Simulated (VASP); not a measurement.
Set up this calculation in VASP 6.6.1, as the native input.

- Task: single point
- Functional: RPBE
- Potentials or basis: VASP PAW PBE potentials, release 64 (Mg)
- Cutoff: 520 eV
- k mesh: 10 × 10 × 3
- Occupations: fermi-dirac, width 0.05 eV
- Spin: no spin polarisation
- Dipole correction: no
- Further INCAR settings: ALGO = Fast; EDIFF = 1e-07; NBANDS = 12

The structure of Mg lies in POSCAR:

```
Mg
1.0
    3.1768261656      0.0000000000      0.0000000000
   -1.5884130828      2.7512121628      0.0000000000
    0.0000000000      0.0000000000     10.3188620100
Mg
4
Direct
    0.6666666667      0.3333333333      0.7500000000
    0.0000000000      0.0000000000      0.5000000000
    0.3333333333      0.6666666667      0.2500000000
    0.0000000000      0.0000000000      0.0000000000
```

One way to write it, as run:

INCAR

```
SYSTEM = Mg
  PREC = Accurate
  ENCUT = 520
  EDIFF = 1E-7
  ISMEAR = -1
  SIGMA = 0.05
  LREAL = .False.
  LASPH = .True.
  NELM = 100
  ALGO = Fast
  ISIF = 2
  LWAVE = .False.
  LCHARG = .False.
  GGA = RP
  NBANDS = 12
```

KPOINTS

```
Automatic mesh
0
Gamma
  10 10 3
  0 0 0
```

Potentials or basis: VASP PAW PBE potentials, release 64 (Mg).

Launch:

```sh
$ cat potpaw_PBE.64/Mg/POTCAR > POTCAR
$ mpirun -np 1 vasp_std > vasp.out
```

It gave:

* Pressure: 1.9 GPa
* Band gap on the k mesh: zero (band 4 reaches 3.46 eV, above the bottom of band 5 at 1.62 eV)

Caveat: the PAW data sets were made with another functional, which shifts forces and pressure a little.

Wall time 26 s on 1 thread of AMD EPYC 7R43 64-Core Processor (Zen 3) (shared host), peak memory 0.16 GiB.
